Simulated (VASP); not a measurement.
Runs of VASP 6.6.1 on Os. The structure is that of space group P6_3/mmc (No. 194), or close to it. The cells are those of the table. 

```tsv
cell	gap on the mesh (eV)	pressure (GPa)
a = 2.734, b = 2.734, c = 4.320 Å, angles 90.0, 90.0, 120.0°, 2 atoms	none	-7.3
a = 2.659, b = 2.659, c = 4.201 Å, angles 90.0, 90.0, 120.0°, 2 atoms	none	35.4
a = 2.770, b = 2.770, c = 4.377 Å, angles 90.0, 90.0, 120.0°, 2 atoms	none	-22.1
a = 2.620, b = 2.620, c = 4.139 Å, angles 90.0, 90.0, 120.0°, 2 atoms	none	65.6
a = 2.839, b = 2.839, c = 4.486 Å, angles 90.0, 90.0, 120.0°, 2 atoms	none	-42.7
a = 2.697, b = 2.697, c = 4.261 Å, angles 90.0, 90.0, 120.0°, 2 atoms	none	(b)
a = 2.805, b = 2.805, c = 4.432 Å, angles 90.0, 90.0, 120.0°, 2 atoms	none	(a)
```

Alike in all rows: task single point; level LDA; potentials or basis VASP PAW LDA potentials, release 64 (Os); no spin polarisation; k mesh 11 × 11 × 6; cutoff (eV) 600; smearing fermi-dirac 0.15 eV.

Q: Estimate the missing entries.

A: (a) -33.7; (b) 11.5.

Caveats: spin-orbit coupling is left out, which moves the levels of the heavy elements; the cell stands under tension (at least some runs); the cell stands under pressure (at least some runs).

A k mesh can miss the band edges, and the runs leave out spin-orbit coupling on Os.

A gap of «none» marks levels without a gap at the run's occupations.
